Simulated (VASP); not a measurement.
# Pt (P6_3/mmc) in VASP: a series of runs

Pt is run at these levels: LDA; tasks: single point.

Program: VASP 6.6.1. These are calculated values, not measurements. Logs are shortened: lines on timing, memory, paths and dates and some standing lists are left out, and cuts for length are marked.

## Step 1: The cell of the first run

The structure is hexagonal, space group P6_3/mmc (No. 194). The conventional cell has a = 2.797 Å, b = 2.797 Å, c = 4.855 Å, α = 90.00°, β = 90.00°, γ = 120.00°. Within 3.7 Å of Pt (site symmetry -6m2) lie 12 Pt at 2.80 to 2.92 Å.

## Step 2: Single point, LDA

Input file INCAR:

```
PREC     = Accurate       # precision mode
ENCUT    = 500            # plane-wave cutoff, eV
EDIFF    = 1E-6           # SCF threshold, eV
ISMEAR   = -1             # smearing method
SIGMA    = 0.05           # smearing width, eV
LREAL    = False          # projectors in reciprocal space
LASPH    = True           # aspherical terms in the spheres
NELM     = 120            # most SCF steps
ALGO     = Normal         # electronic algorithm
ISIF     = 2              # what is computed and relaxed
LWAVE    = False          # write WAVECAR
LCHARG   = False          # write CHGCAR
GGA      = CA             # functional
NBANDS   = 25             # bands
GGA_COMPAT= False
```

Input file KPOINTS:

```
Automatic mesh
0
Gamma
  11 11 6
```

Input file POSCAR:

```
Pt
1.0
    2.7969943295      0.0000000000      0.0000000000
   -1.3984971647      2.4222681435      0.0000000000
    0.0000000000      0.0000000000      4.8551956265
Pt
2
Direct
    0.3333333333      0.6666666667      0.2500000000
    0.6666666667      0.3333333333      0.7500000000
```

Potentials or basis: VASP PAW LDA potentials, release 64 (Pt_sv_GW).

Started as:

```console
$ cat potpaw_LDA.64/Pt_sv_GW/POTCAR > POTCAR
$ mpirun -np 1 vasp_std > vasp.out
```

OUTCAR:

```text
PREC = Accurate
   ENCUT = 500
   EDIFF = 1E-6
   ISMEAR = -1
   LREAL = False
   LASPH = True
   NELM = 120
   ISIF = 2
   GGA = CA

 ion  position               nearest neighbor table
   1  0.333  0.667  0.250-   2 2.92   2 2.92   2 2.92   2 2.92   2 2.92   2 2.92
   2  0.667  0.333  0.750-   1 2.92   1 2.92   1 2.92   1 2.92   1 2.92   1 2.92

  LATTYP: Found a hexagonal cell.
 ALAT       =     2.7969943295
 C/A-ratio  =     1.7358618054

  Lattice vectors:

 A1 = (   2.7969943295,   0.0000000000,   0.0000000000)
 A2 = (  -1.3984971647,   2.4222681435,   0.0000000000)
 A3 = (   0.0000000000,   0.0000000000,   4.8551956265)

Analysis of symmetry for initial positions (statically):
=====================================================================
 Subroutine PRICEL returns:
 Original cell was already a primitive cell.

 Routine SETGRP: Setting up the symmetry group for a
 hexagonal supercell.

 Subroutine GETGRP returns: Found 24 space group operations
 (whereof 12 operations were pure point group operations)
 out of a pool of 24 trial point group operations.

The static configuration has the point symmetry D_3d.
 The point group associated with its full space group is D_6h.

Analysis of symmetry for dynamics (positions and initial velocities):
=====================================================================
 Subroutine PRICEL returns:
 Original cell was already a primitive cell.

 Routine SETGRP: Setting up the symmetry group for a
 hexagonal supercell.

 Subroutine GETGRP returns: Found 24 space group operations
 (whereof 12 operations were pure point group operations)
 out of a pool of 24 trial point group operations.

The dynamic configuration has the point symmetry D_3d.
 The point group associated with its full space group is D_6h.

 Subroutine INISYM returns: Found 24 space group operations
 (whereof 12 operations are pure point group operations),
 and found     1 'primitive' translations

----------------------------------------------------------------------------------------

                                     Primitive cell

  volume of cell :      32.8943

  direct lattice vectors                    reciprocal lattice vectors
     2.796994329  0.000000000  0.000000000     0.357526645  0.206418105  0.000000000
    -1.398497165  2.422268144  0.000000000     0.000000000  0.412836210  0.000000000
     0.000000000  0.000000000  4.855195626     0.000000000  0.000000000  0.205964924

  length of vectors
     2.796994329  2.796994329  4.855195626     0.412836210  0.412836210  0.205964924

  position of ions in fractional coordinates (direct lattice)
     0.333333333  0.666666667  0.250000000
     0.666666667  0.333333333  0.750000000

  ion indices of the primitive-cell ions
   primitive index   ion index
                 1           1
                 2           2

----------------------------------------------------------------------------------------

 KPOINTS: Automatic mesh

Automatic generation of k-mesh.
 Grid dimensions read from file:
 generate k-points for:   11   11    6

 Generating k-lattice:

  Cartesian coordinates                     Fractional coordinates (reciprocal lattice)
     0.032502422  0.018765282  0.000000000     0.090909091 -0.000000000  0.000000000
     0.000000000  0.037530565  0.000000000     0.000000000  0.090909091  0.000000000
     0.000000000  0.000000000  0.034327487     0.000000000  0.000000000  0.166666667

  Length of vectors
     0.037530565  0.037530565  0.034327487

  Shift w.r.t. Gamma in fractional coordinates (k-lattice)
     0.000000000  0.000000000  0.000000000

 Subroutine IBZKPT returns following result:
 ===========================================

 Found     64 irreducible k-points:

 Following reciprocal coordinates:
            Coordinates               Weight
  0.000000  0.000000  0.000000      1.000000
  0.090909  0.000000  0.000000      6.000000
  0.181818 -0.000000  0.000000      6.000000
  0.272727 -0.000000  0.000000      6.000000
  0.363636 -0.000000  0.000000      6.000000
  0.454545 -0.000000  0.000000      6.000000
[... 16 lines left out ...]
  0.090909  0.090909  0.166667     12.000000
  0.181818  0.090909  0.166667     24.000000
 [... further k-points ...]
   k-points           NKPTS =     64   k-points in BZ     NKDIM =     64   number of bands    NBANDS=     25
   number of dos      NEDOS =    301   number of ions     NIONS =      2
   total plane-waves  NPLWV =  14400
   dimension x,y,z NGX =    20 NGY =   20 NGZ =   36
   dimension x,y,z NGXF=    40 NGYF=   40 NGZF=   72
   ions per type =               2
   NGX,Y,Z   is equivalent  to a cutoff of  11.89, 11.89, 12.33 a.u.
   NGXF,Y,Z  is equivalent  to a cutoff of  23.77, 23.77, 24.65 a.u.
 SYSTEM =  unknown system
   PREC   = accura    normal or accurate (medium, high low for compatibility)
   ISTART =      0    job   : 0-new  1-cont  2-samecut
   ICHARG =      2    charge: 1-file 2-atom 10-const
   ISPIN  =      1    spin polarized calculation?
   LNONCOLLINEAR =      F non collinear calculations
   LSORBIT =      F    spin-orbit coupling
   LASPH  =      T    aspherical Exc in radial PAW
   ENCUT  =  500.0 eV  36.75 Ry    6.06 a.u.   5.10  5.10  8.85*2*pi/ulx,y,z
   NELM   =    120;   NELMIN=  2; NELMDL= -5     # of ELM steps
   EDIFF  = 0.1E-05   stopping-criterion for ELM
   LREAL  =      F    real-space projection
   EDIFFG = 0.1E-04   stopping-criterion for IOM
   NSW    =      0    number of steps for IOM
   IBRION =     -1    ionic relax: 0-MD 1-quasi-New 2-CG
   NFREE  =      0    steps in history (QN), initial steepest desc. (CG)
   ISIF   =      2    stress and relaxation
   ISYM   =      2    0-nonsym 1-usesym 2-fastsym
   POTIM  = 0.5000    time-step for ionic-motion
   TEBEG  =    0.0;   TEEND  =   0.0 temperature during run
   PSTRESS=    0.0 pullay stress
   NELECT =      36.0000    total number of electrons
   NUPDOWN=      -1.0000    fix difference up-down
   EMIN   =  10.00;   EMAX   =-10.00  energy-range for DOS
   EFERMI =   0.00;   METHOD = LEGACY
   ISMEAR =    -1;   SIGMA  =   0.05  broadening in eV -4-tet -1-fermi 0-gaus
   EFERMI_NEDOS =   21; number of points for ismear=-14 and -15
   IALGO  =     38    algorithm
   IMIX   =      4    mixing-type and parameters
     AMIX     =   0.40;   BMIX     =  1.00
     AMIX_MAG =   1.60;   BMIX_MAG =  1.00
  volume/ion in A,a.u.               =      16.45       110.99
  Fermi-wavevector in a.u.,A,eV,Ry     =   1.687079  3.188118 38.725397  2.846236
  Thomas-Fermi vector in A             =   2.769629
   LORBIT       =      0    0 simple, 1 ext, 2 COOP (PROOUT), +10 PAW based schemes
   GGA     = CA    functional components
   LHFCALC =     F    Hartree Fock is set to
   AEXX    =    0.0000 exact exchange contribution
   IVDW    =     0    specifies the selected vdW correction
   LEPSILON=     F    determine dielectric tensor
   LRPA    =     F    only Hartree local field effects (RPA)
 non-spin polarized calculation
  energy-cutoff  :      500.00
  volume of cell :       32.89
 maximum number of plane-waves:       845
   NGX = 11   NGY = 11   NGZ = 17

 number of electron      35.9999998 magnetization

 Free energy of the ion-electron system (eV)
  ---------------------------------------------------
  ext. energy  EPLUGINS =         0.00000000
  ---------------------------------------------------
  free energy    TOTEN  =       -14.27793415 eV

  energy without entropy =      -14.23922916  energy(sigma->0) =      -14.25858165

 E-fermi :   8.9127     XC(G=0): -13.8148

 val. band max:        8.9123014925   @ k =   0.2727   0.0909   0.1667
 cond. band min:       8.9230379301   @ k =   0.3636  -0.0000   0.0000
 fundamental gap:      0.0107364376
 Fermi energy:         8.9127455299

 k-point     1 :       0.0000    0.0000    0.0000
  band No.  band energies     occupation
      1     -88.9999      2.00000
      2     -88.9826      2.00000
      3     -43.4693      2.00000
      4     -43.3195      2.00000
      5     -43.3195      2.00000
      6     -43.2865      2.00000
[... 17 lines left out ...]
     24      26.1872      0.00000
     25      29.4574      0.00000

 k-point     2 :       0.0909    0.0000    0.0000
  band No.  band energies     occupation
      1     -88.9972      2.00000
      2     -88.9813      2.00000
      3     -43.4607      2.00000
      4     -43.3457      2.00000
      5     -43.3271      2.00000
      6     -43.3113      2.00000
[... 17 lines left out ...]
     24      26.3975      0.00000
     25      28.1316      0.00000

 k-point     3 :       0.1818   -0.0000    0.0000
  band No.  band energies     occupation
      1     -88.9920      2.00000
      2     -88.9781      2.00000
      3     -43.4377      2.00000
      4     -43.4154      2.00000
      5     -43.3821      2.00000
      6     -43.3477      2.00000
[... 17 lines left out ...]
     24      26.0832      0.00000
     25      26.5345      0.00000

 k-point     4 :       0.2727   -0.0000    0.0000
  band No.  band energies     occupation
      1     -88.9855      2.00000
      2     -88.9740      2.00000
      3     -43.5075      2.00000
      4     -43.4742      2.00000
      5     -43.4039      2.00000
      6     -43.3729      2.00000
[... 17 lines left out ...]
     24      24.6149      0.00000
     25      26.4647      0.00000

 k-point     5 :       0.3636   -0.0000    0.0000
  band No.  band energies     occupation
      1     -88.9790      2.00000
      2     -88.9705      2.00000
      3     -43.5912      2.00000
      4     -43.5567      2.00000
      5     -43.3963      2.00000
      6     -43.3670      2.00000
[... 17 lines left out ...]
     24      22.4526      0.00000
     25      23.2320      0.00000

 k-point     6 :       0.4545   -0.0000    0.0000
  band No.  band energies     occupation
      1     -88.9746      2.00000
      2     -88.9691      2.00000
      3     -43.6410      2.00000
      4     -43.6055      2.00000
      5     -43.4100      2.00000
      6     -43.3546      2.00000
[... 17 lines left out ...]
     24      20.9422      0.00000
     25      22.2385      0.00000
[... 393 lines left out ...]
 k-point    21 :       0.3636   -0.0000    0.1667
  band No.  band energies     occupation
      1     -88.9783      2.00000
      2     -88.9711      2.00000
      3     -43.5933      2.00000
      4     -43.5623      2.00000
      5     -43.3928      2.00000
      6     -43.3530      2.00000
[... 17 lines left out ...]
     24      22.5384      0.00000
     25      23.8947      0.00000

 k-point    22 :       0.4545   -0.0000    0.1667
  band No.  band energies     occupation
      1     -88.9742      2.00000
      2     -88.9695      2.00000
      3     -43.6424      2.00000
      4     -43.6108      2.00000
      5     -43.4063      2.00000
      6     -43.3582      2.00000
[... 17 lines left out ...]
     24      21.4175      0.00000
     25      22.5292      0.00000

 k-point    23 :       0.0909    0.0909    0.1667
  band No.  band energies     occupation
      1     -88.9925      2.00000
      2     -88.9801      2.00000
      3     -43.4351      2.00000
      4     -43.3814      2.00000
      5     -43.3681      2.00000
      6     -43.3346      2.00000
[... 17 lines left out ...]
     24      25.7022      0.00000
     25      26.4290      0.00000

 k-point    24 :       0.1818    0.0909    0.1667
  band No.  band energies     occupation
      1     -88.9867      2.00000
      2     -88.9764      2.00000
      3     -43.4719      2.00000
      4     -43.4463      2.00000
      5     -43.3941      2.00000
      6     -43.3624      2.00000
[... 17 lines left out ...]
     24      25.2888      0.00000
     25      26.1749      0.00000

 [... further k-points ...]
[... 5 lines left out ...]
  --------------------------------------------------------------------------------------
  -------------------------------------------------------------------------------------
  Total       -5.2642933     -5.2642933     -5.1126378     -0.0000000     -0.0000000      0.0000000
  in kB     -256.4071450   -256.4071450   -249.0204827     -0.0000000     -0.0000000      0.0000000
  external PRESSURE =    -253.9449242 kB  Pullay stress =       0.0000000 kB

 VOLUME and BASIS-vectors are now :
 -----------------------------------------------------------------------------
  energy-cutoff  :      500.00
  volume of cell :       32.89
      direct lattice vectors                 reciprocal lattice vectors
     2.796994329  0.000000000  0.000000000     0.357526645  0.206418105  0.000000000
    -1.398497165  2.422268144  0.000000000     0.000000000  0.412836210  0.000000000
     0.000000000  0.000000000  4.855195626     0.000000000  0.000000000  0.205964924

 POSITION                                       TOTAL-FORCE (eV/Angst)
 -----------------------------------------------------------------------------------
     -0.00000      1.61485      1.21380        -0.000000     -0.000000      0.000000
      1.39850      0.80742      3.64140         0.000000      0.000000      0.000000
 -----------------------------------------------------------------------------------
    total drift:                               -0.000000      0.000000     -0.000000

  FREE ENERGIE OF THE ION-ELECTRON SYSTEM (eV)
  ---------------------------------------------------
  free  energy   TOTEN  =       -14.2779341458 eV

  energy  without entropy=      -14.2392291627  energy(sigma->0) =      -14.25858165
```

It took 16 s on 1 thread of Intel Xeon Platinum 8559C (Emerald Rapids), shared host; peak memory 0.16 GiB.

Results:

| Item | Value |
| --- | --- |
| Free energy | -14.2779 eV |
| Pressure | -25.4 GPa |
| Band gap on the k mesh | zero (band 18 reaches 9.28 eV, above the bottom of band 19 at 8.18 eV) |

Stress tensor (GPa, compression positive):
```
-25.64   0.00   0.00
  0.00 -25.64   0.00
  0.00   0.00 -24.90
```

Caveat: spin-orbit coupling is left out, which moves the levels of the heavy elements.

## Step 3: Single point, LDA

This run uses another cell than the first one, of 15.81 Å³/atom, 0.962 times its volume.

Input file INCAR:

```
SYSTEM = Pt
PREC = Accurate
ENCUT = 500
EDIFF = 1E-6
ISMEAR = -1
SIGMA = 0.05
LREAL = .False.
LASPH = .True.
NELM = 120
ALGO = Normal
ISIF = 2
LWAVE = .False.
LCHARG = .False.
GGA = CA
NBANDS = 25
GGA_COMPAT = .False.
```

Input file KPOINTS:

```
regular mesh
0
Gamma
  11 11 6
  0 0 0
```

Input file POSCAR:

```
Pt
1.0
    2.7606656158      0.0000000000      0.0000000000
   -1.3803328079      2.3908065546      0.0000000000
    0.0000000000      0.0000000000      4.7921340000
Pt
2
Direct
    0.3333333333      0.6666666667      0.2500000000
    0.6666666667      0.3333333333      0.7500000000
```

Potentials or basis: VASP PAW LDA potentials, release 64 (Pt_sv_GW).

Started as:

```console
$ cat potpaw_LDA.64/Pt_sv_GW/POTCAR > POTCAR
$ mpirun -np 1 vasp_std > vasp.out
```

Run time: 24 s. Hardware: 1 thread of Intel Xeon Platinum 8375C at 2.90GHz (Ice Lake), shared host; peak memory 0.16 GiB.

It converged, with:

| Property | Result |
| --- | --- |
| Free energy | -14.4239 eV |
| Pressure | -18.0 GPa |
| Band gap on the k mesh | zero (band 18 reaches 9.99 eV, above the bottom of band 19 at 8.81 eV) |

Stress tensor (GPa, compression positive):
```
-17.80   0.00   0.00
  0.00 -17.80   0.00
  0.00   0.00 -18.46
```

Levels at points of the mesh, in eV from the Fermi level:
| k point | band 16 | band 17 | band 18 | band 19 | band 20 | band 21 |
| --- | --- | --- | --- | --- | --- | --- |
| (0.00, 0.00, 0.00) | -1.78 | -1.78 | -0.69 | -0.21 | -0.21 | 4.67 |
| (0.00, 0.00, 0.50) | -3.40 | -0.78 | -0.78 | -0.78 | -0.78 | 11.93 |

Caveat: spin-orbit coupling is left out, which moves the levels of the heavy elements.

## Step 4: Single point, LDA

This run uses another cell than the first one, of 15.18 Å³/atom, 0.923 times its volume.

Input file INCAR:

```
SYSTEM = Pt
ALGO = Normal
EDIFF = 1E-6
ENCUT = 500
GGA_COMPAT = .FALSE.
ISIF = 2
ISMEAR = -1
LASPH = .TRUE.
LCHARG = .FALSE.
LREAL = .FALSE.
LWAVE = .FALSE.
NBANDS = 25
NELM = 120
PREC = Accurate
SIGMA = 0.05
```

Input file KPOINTS:

```
k-points
0
G
  11 11 6
  0 0 0
```

Input file POSCAR:

```
Pt
1.0
    2.7233547499      0.0000000000      0.0000000000
   -1.3616773750      2.3584943969      0.0000000000
    0.0000000000      0.0000000000      4.7273674930
Pt
2
Direct
    0.3333333333      0.6666666667      0.2500000000
    0.6666666667      0.3333333333      0.7500000000
```

Started as:

```console
$ cat potpaw_LDA.64/Pt_sv_GW/POTCAR > POTCAR
$ mpirun -np 1 vasp_std > vasp.out
```

Wall time 36 s (1 thread of AMD EPYC 7R13 (Zen 3), shared host); peak memory 0.12 GiB.

It converged, with:

| Item | Value |
| --- | --- |
| Free energy | -14.5017 eV |
| Pressure | -8.3 GPa |
| Band gap on the k mesh | zero (band 18 reaches 10.76 eV, above the bottom of band 19 at 9.49 eV) |

Stress tensor (GPa, compression positive):
```
-7.46  0.00  0.00
 0.00 -7.46  0.00
 0.00  0.00 -9.92
```

Levels at points of the mesh, in eV from the Fermi level:
```tsv
k point	band 14	band 15	band 16	band 17	band 18	band 19	band 20	band 21	band 22	band 23
(0.00, 0.00, 0.00)	-3.25	-3.25	-1.91	-1.91	-0.87	-0.22	-0.22	4.95	15.09	15.70
(0.00, 0.00, 0.50)	-3.63	-3.63	-3.63	-0.83	-0.83	-0.83	-0.83	12.23	12.23	15.56
```

Caveat: spin-orbit coupling is left out, which moves the levels of the heavy elements.

## Step 5: Summary

| cell | gap on the mesh (eV) | pressure (GPa) |
| --- | --- | --- |
| a = 2.797, b = 2.797, c = 4.855 Å, angles 90.0, 90.0, 120.0°, 2 atoms | none | -25.4 |
| a = 2.761, b = 2.761, c = 4.792 Å, angles 90.0, 90.0, 120.0°, 2 atoms | none | -18.0 |
| a = 2.723, b = 2.723, c = 4.727 Å, angles 90.0, 90.0, 120.0°, 2 atoms | none | -8.3 |

Alike in all rows: task single point; level LDA; potentials or basis VASP PAW LDA potentials, release 64 (Pt_sv_GW); no spin polarisation; k mesh 11 × 11 × 6; cutoff (eV) 500; smearing fermi-dirac 0.05 eV.

Caveats: spin-orbit coupling is left out, which moves the levels of the heavy elements.

Total energies depend on the potentials used, so only differences within one code and one set of settings carry meaning.
